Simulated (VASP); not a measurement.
# HfN (I4/mmm) in VASP: a series of runs

Runs on HfN. Level: PBEsol. Tasks: single point.

Program: VASP 6.6.1. These are calculated values, not measurements. Logs are shortened: lines on timing, memory, paths and dates and some standing lists are left out, and cuts for length are marked.

## 1. The cell of the first run

The structure is tetragonal, space group I4/mmm (No. 139). The conventional cell has a = 3.183 Å, b = 3.183 Å, c = 4.614 Å, α = 90.00°, β = 90.00°, γ = 90.00°. Hf (site symmetry 4/mmm) has 6 N at 2.25 to 2.31 Å within 3.0 Å. Within 3.0 Å of N (site symmetry 4/mmm) lie 6 Hf at 2.25 to 2.31 Å.

## 2. Single point, PBEsol (strain +0.000 along x and y, +0.025 along z)

INCAR reads:

```
SYSTEM = HfN
ALGO = Normal
EDIFF = 1E-6
ENCUT = 600
GGA = PS
GGA_COMPAT = .FALSE.
ISIF = 2
ISMEAR = 0
LASPH = .TRUE.
LCHARG = .TRUE.
LELF = .TRUE.
LREAL = .FALSE.
LVHAR = .TRUE.
LWAVE = .FALSE.
NBANDS = 14
NELM = 120
PREC = Accurate
SIGMA = 0.15
```

KPOINTS reads:

```
k-points
0
G
  22 22 22
  0 0 0
```

POSCAR reads:

```
HfN
1.0
    0.0000000000      2.2507757579      2.3070451518
    2.2507757579      0.0000000000      2.3070451518
    2.2507757579      2.2507757579      0.0000000000
Hf N
1 1
Direct
    0.0000000000      0.0000000000      0.0000000000
    0.5000000000      0.5000000000      0.5000000000
```

Potentials or basis: VASP PAW PBE potentials, release 64 (Hf_pv, N).

Command:

```console
$ cat potpaw_PBE.64/Hf_pv/POTCAR potpaw_PBE.64/N/POTCAR > POTCAR
$ mpirun -np 1 vasp_std > vasp.out
```

OUTCAR:

```text
SYSTEM = HfN
   EDIFF = 1E-6
   ENCUT = 600
   GGA = PS
   ISIF = 2
   ISMEAR = 0
   LASPH = .TRUE.
   LREAL = .FALSE.
   NELM = 120
   PREC = Accurate

 ion  position               nearest neighbor table
   1  0.000  0.000  0.000-   2 2.25   2 2.25   2 2.25   2 2.25   2 2.31   2 2.31
   2  0.500  0.500  0.500-   1 2.25   1 2.25   1 2.25   1 2.25   1 2.31   1 2.31

  LATTYP: Found a body centered tetragonal cell.
 ALAT       =     3.1830776027
 C/A-ratio  =     1.4495689014

  Lattice vectors:

 A1 = (  -2.2507757579,   0.0000000000,   2.3070451518)
 A2 = (   2.2507757579,   0.0000000000,   2.3070451518)
 A3 = (   0.0000000000,   2.2507757579,  -2.3070451518)

Analysis of symmetry for initial positions (statically):
=====================================================================
 Subroutine PRICEL returns:
 Original cell was already a primitive cell.

 Routine SETGRP: Setting up the symmetry group for a
 body centered tetragonal supercell.

 Subroutine GETGRP returns: Found 16 space group operations
 (whereof 16 operations were pure point group operations)
 out of a pool of 16 trial point group operations.

The static configuration has the point symmetry D_4h.

Analysis of symmetry for dynamics (positions and initial velocities):
=====================================================================
 Subroutine PRICEL returns:
 Original cell was already a primitive cell.

 Routine SETGRP: Setting up the symmetry group for a
 body centered tetragonal supercell.

 Subroutine GETGRP returns: Found 16 space group operations
 (whereof 16 operations were pure point group operations)
 out of a pool of 16 trial point group operations.

The dynamic configuration has the point symmetry D_4h.

 Subroutine INISYM returns: Found 16 space group operations
 (whereof 16 operations are pure point group operations),
 and found     1 'primitive' translations

----------------------------------------------------------------------------------------

                                     Primitive cell

  volume of cell :      23.3749

  direct lattice vectors                    reciprocal lattice vectors
     0.000000000  2.250775758  2.307045152    -0.222145631  0.222145631  0.216727444
     2.250775758  0.000000000  2.307045152     0.222145631 -0.222145631  0.216727444
     2.250775758  2.250775758  0.000000000     0.222145631  0.222145631 -0.216727444

  length of vectors
     3.223111671  3.223111671  3.183077603     0.381664968  0.381664968  0.381664968

  position of ions in fractional coordinates (direct lattice)
     0.000000000  0.000000000  0.000000000
     0.500000000  0.500000000  0.500000000

  ion indices of the primitive-cell ions
   primitive index   ion index
                 1           1
                 2           2

----------------------------------------------------------------------------------------

 KPOINTS: k-points

Automatic generation of k-mesh.
 Grid dimensions read from file:
 generate k-points for:   22   22   22

 Generating k-lattice:

  Cartesian coordinates                     Fractional coordinates (reciprocal lattice)
    -0.010097529  0.010097529  0.009851247     0.045454545  0.000000000  0.000000000
     0.010097529 -0.010097529  0.009851247     0.000000000  0.045454545  0.000000000
     0.010097529  0.010097529 -0.009851247     0.000000000  0.000000000  0.045454545

  Length of vectors
     0.017348408  0.017348408  0.017348408

  Shift w.r.t. Gamma in fractional coordinates (k-lattice)
     0.000000000  0.000000000  0.000000000

 Subroutine IBZKPT returns following result:
 ===========================================

 Found    834 irreducible k-points:

 Following reciprocal coordinates:
            Coordinates               Weight
  0.000000  0.000000  0.000000      1.000000
  0.045455  0.000000  0.000000      8.000000
  0.090909  0.000000  0.000000      8.000000
  0.136364  0.000000  0.000000      8.000000
  0.181818  0.000000  0.000000      8.000000
  0.227273  0.000000  0.000000      8.000000
[... 16 lines left out ...]
  0.500000  0.045455  0.000000      8.000000
 -0.454545  0.045455  0.000000      8.000000
 [... further k-points ...]
   k-points           NKPTS =    834   k-points in BZ     NKDIM =    834   number of bands    NBANDS=     14
   number of dos      NEDOS =    301   number of ions     NIONS =      2
   total plane-waves  NPLWV =  21952
   dimension x,y,z NGX =    28 NGY =   28 NGZ =   28
   dimension x,y,z NGXF=    56 NGYF=   56 NGZF=   56
   ions per type =               1   1
   NGX,Y,Z   is equivalent  to a cutoff of  14.44, 14.44, 14.62 a.u.
   NGXF,Y,Z  is equivalent  to a cutoff of  28.88, 28.88, 29.25 a.u.
 SYSTEM =  HfN
   PREC   = accura    normal or accurate (medium, high low for compatibility)
   ISTART =      0    job   : 0-new  1-cont  2-samecut
   ICHARG =      2    charge: 1-file 2-atom 10-const
   ISPIN  =      1    spin polarized calculation?
   LNONCOLLINEAR =      F non collinear calculations
   LSORBIT =      F    spin-orbit coupling
   LASPH  =      T    aspherical Exc in radial PAW
   ENCUT  =  600.0 eV  44.10 Ry    6.64 a.u.   6.44  6.44  6.36*2*pi/ulx,y,z
   NELM   =    120;   NELMIN=  2; NELMDL= -5     # of ELM steps
   EDIFF  = 0.1E-05   stopping-criterion for ELM
   LREAL  =      F    real-space projection
   EDIFFG = 0.1E-04   stopping-criterion for IOM
   NSW    =      0    number of steps for IOM
   IBRION =     -1    ionic relax: 0-MD 1-quasi-New 2-CG
   NFREE  =      0    steps in history (QN), initial steepest desc. (CG)
   ISIF   =      2    stress and relaxation
   ISYM   =      2    0-nonsym 1-usesym 2-fastsym
   POTIM  = 0.5000    time-step for ionic-motion
   TEBEG  =    0.0;   TEEND  =   0.0 temperature during run
   PSTRESS=    0.0 pullay stress
   NELECT =      15.0000    total number of electrons
   NUPDOWN=      -1.0000    fix difference up-down
   EMIN   =  10.00;   EMAX   =-10.00  energy-range for DOS
   EFERMI =   0.00;   METHOD = LEGACY
   ISMEAR =     0;   SIGMA  =   0.15  broadening in eV -4-tet -1-fermi 0-gaus
   EFERMI_NEDOS =   21; number of points for ismear=-14 and -15
   IALGO  =     38    algorithm
   IMIX   =      4    mixing-type and parameters
     AMIX     =   0.40;   BMIX     =  1.00
     AMIX_MAG =   1.60;   BMIX_MAG =  1.00
  volume/ion in A,a.u.               =      11.69        78.87
  Fermi-wavevector in a.u.,A,eV,Ry     =   1.412066  2.668418 27.129079  1.993931
  Thomas-Fermi vector in A             =   2.533853
   LORBIT       =      0    0 simple, 1 ext, 2 COOP (PROOUT), +10 PAW based schemes
   GGA     = PS    functional components
   LHFCALC =     F    Hartree Fock is set to
   AEXX    =    0.0000 exact exchange contribution
   IVDW    =     0    specifies the selected vdW correction
   LEPSILON=     F    determine dielectric tensor
   LRPA    =     F    only Hartree local field effects (RPA)
 non-spin polarized calculation
 Gauss-broadening in eV      SIGMA  =   0.15
  energy-cutoff  :      600.00
  volume of cell :       23.37
 maximum number of plane-waves:       801
 NGX is ok and might be reduce to    28
   NGX = 13   NGY = 13   NGZ = 13

 number of electron      15.0000001 magnetization

 Free energy of the ion-electron system (eV)
  ---------------------------------------------------
  ext. energy  EPLUGINS =         0.00000000
  ---------------------------------------------------
  free energy    TOTEN  =       -22.96546876 eV

  energy without entropy =      -22.95875274  energy(sigma->0) =      -22.96211075

 E-fermi :   8.0754     XC(G=0): -12.8210

 val. band max:        8.0747153638   @ k =   0.5000   0.2273   0.0455
 cond. band min:       8.0804895834   @ k =  -0.0909  -0.0000   0.0909
 fundamental gap:      0.0057742197
 Fermi energy:         8.0754197336

 k-point     1 :       0.0000    0.0000    0.0000
  band No.  band energies     occupation
      1     -23.0548      2.00000
      2     -23.0250      2.00000
      3     -23.0250      2.00000
      4      -9.2830      2.00000
      5       5.0341      2.00000
      6       5.1466      2.00000
      7       5.1466      2.00000
      8       7.5343      2.00000
      9       7.8098      1.98774
     10       7.8098      1.98774
     11       9.3356      0.00000
     12      10.1700      0.00000
     13      10.2406      0.00000
     14      17.5889      0.00000

 k-point     2 :       0.0455    0.0000    0.0000
  band No.  band energies     occupation
      1     -23.0653      2.00000
      2     -23.0372      2.00000
      3     -23.0264      2.00000
      4      -9.2356      2.00000
      5       4.8492      2.00000
      6       4.9723      2.00000
      7       5.0182      2.00000
      8       7.6164      1.99998
      9       7.8720      1.94492
     10       7.8778      1.93762
     11       9.5005      0.00000
     12      10.3365      0.00000
     13      10.3967      0.00000
     14      17.7511      0.00000

 k-point     3 :       0.0909    0.0000    0.0000
  band No.  band energies     occupation
      1     -23.1173      2.00000
      2     -23.0510      2.00000
      3     -23.0304      2.00000
      4      -9.0964      2.00000
      5       4.3064      2.00000
      6       4.6177      2.00000
      7       4.6873      2.00000
      8       7.8136      1.98643
      9       8.0142      1.43587
     10       8.0652      1.07643
     11       9.9526      0.00000
     12      10.7953      0.00000
     13      10.8270      0.00000
     14      18.2185      0.00000
[... 324 lines left out ...]
 k-point    23 :       0.5000    0.0455    0.0000
  band No.  band energies     occupation
      1     -23.9467      2.00000
      2     -23.1569      2.00000
      3     -23.0965      2.00000
      4      -6.6176      2.00000
      5      -0.6775      2.00000
      6       1.9709      2.00000
      7       2.0151      2.00000
      8      11.1608      0.00000
      9      11.4698      0.00000
     10      11.6732      0.00000
     11      12.8353      0.00000
     12      16.4336      0.00000
     13      16.9522      0.00000
     14      19.6475      0.00000

 k-point    24 :      -0.4545    0.0455    0.0000
  band No.  band energies     occupation
      1     -23.9425      2.00000
      2     -23.1599      2.00000
      3     -23.0922      2.00000
      4      -6.6302      2.00000
      5      -0.6550      2.00000
      6       1.9944      2.00000
      7       2.0048      2.00000
      8      11.0006      0.00000
      9      11.5247      0.00000
     10      11.6488      0.00000
     11      12.8748      0.00000
     12      16.2018      0.00000
     13      17.0720      0.00000
     14      19.7782      0.00000

 [... further k-points ...]

------------------------ aborting loop because EDIFF is reached ----------------------------------------

  FORCE on cell =-STRESS in cart. coord.  units (eV):
  Direction    XX          YY          ZZ          XY          YZ          ZX
  --------------------------------------------------------------------------------------
  -------------------------------------------------------------------------------------
  Total       -0.7140602     -0.7140602     -2.3003625      0.0000000      0.0000000      0.0000000
  in kB      -48.9434846    -48.9434846   -157.6726284      0.0000000      0.0000000      0.0000000
  external PRESSURE =     -85.1865326 kB  Pullay stress =       0.0000000 kB

 VOLUME and BASIS-vectors are now :
 -----------------------------------------------------------------------------
  energy-cutoff  :      600.00
  volume of cell :       23.37
      direct lattice vectors                 reciprocal lattice vectors
     0.000000000  2.250775758  2.307045152    -0.222145631  0.222145631  0.216727444
     2.250775758  0.000000000  2.307045152     0.222145631 -0.222145631  0.216727444
     2.250775758  2.250775758  0.000000000     0.222145631  0.222145631 -0.216727444

 POSITION                                       TOTAL-FORCE (eV/Angst)
 -----------------------------------------------------------------------------------
      0.00000      0.00000      0.00000        -0.000000     -0.000000     -0.000000
      2.25078      2.25078      2.30705         0.000000      0.000000      0.000000
 -----------------------------------------------------------------------------------
    total drift:                                0.000000      0.000000      0.000000

  FREE ENERGIE OF THE ION-ELECTRON SYSTEM (eV)
  ---------------------------------------------------
  free  energy   TOTEN  =       -22.9654687601 eV

  energy  without entropy=      -22.9587527447  energy(sigma->0) =      -22.96211075
```

Wall time 2.3 min (1 thread of Intel Xeon 6975P-C (Granite Rapids), shared host); peak memory 0.45 GiB.

What came out:

```yaml
Free_energy: -22.9655 eV
Pressure: -8.5 GPa
```

Caveat: the cell differs from its parent crystal (strain +0.000 along x and y, +0.025 along z); the PAW data sets were made with another functional, which shifts forces and pressure a little; spin-orbit coupling is left out, which moves the levels of the heavy elements.

## 3. Single point, PBEsol (strain +0.000 along x and y, +0.050 along z)

INCAR reads:

```
  PREC = Accurate
  ENCUT = 600
  EDIFF = 1E-6
  ISMEAR = 0
  SIGMA = 0.15
  LREAL = False
  LASPH = True
  NELM = 120
  ALGO = Normal
  ISIF = 2
  LWAVE = False
  LCHARG = False
  GGA = PS
  NBANDS = 14
  GGA_COMPAT = False
```

KPOINTS reads:

```
regular mesh
0
Gamma
  22 22 22
```

POSCAR reads:

```
HfN
1.0
    0.0000000000      2.2507757579      2.3633145458
    2.2507757579      0.0000000000      2.3633145458
    2.2507757579      2.2507757579      0.0000000000
Hf N
1 1
Direct
    0.0000000000      0.0000000000      0.0000000000
    0.5000000000      0.5000000000      0.5000000000
```

Potentials or basis: VASP PAW PBE potentials, release 64 (Hf_pv, N).

Command:

```console
$ cat potpaw_PBE.64/Hf_pv/POTCAR potpaw_PBE.64/N/POTCAR > POTCAR
$ mpirun -np 1 vasp_std > vasp.out
```

It took 2.1 min on 1 thread of Intel Xeon 6975P-C (Granite Rapids), shared host; peak memory 0.46 GiB.

It converged, with:

```yaml
Free_energy: -22.8919 eV
Pressure: -13.3 GPa
```

Stress tensor (GPa, compression positive):
```
 -7.21   0.00   0.00
  0.00  -7.21   0.00
  0.00   0.00 -25.55
```

Levels at points of the mesh, in eV from the Fermi level:
```tsv
k point	band 5	band 6	band 7	band 8	band 9	band 10	band 11	band 12
(0.00, 0.00, 0.00)	-3.07	-2.88	-2.88	-0.70	-0.16	-0.16	0.65	2.20
(0.50, 0.00, 0.00)	-8.69	-6.03	-5.99	3.12	3.39	3.73	4.18	7.71
(0.50, 0.50, 0.00)	-5.69	-3.60	-3.49	-3.49	3.90	5.21	5.22	5.22
(0.50, 0.00, 0.50)	-5.22	-3.79	-3.71	-3.61	3.63	4.89	5.44	5.60
```

Caveat: the cell differs from its parent crystal (strain +0.000 along x and y, +0.050 along z); the PAW data sets were made with another functional, which shifts forces and pressure a little; spin-orbit coupling is left out, which moves the levels of the heavy elements.
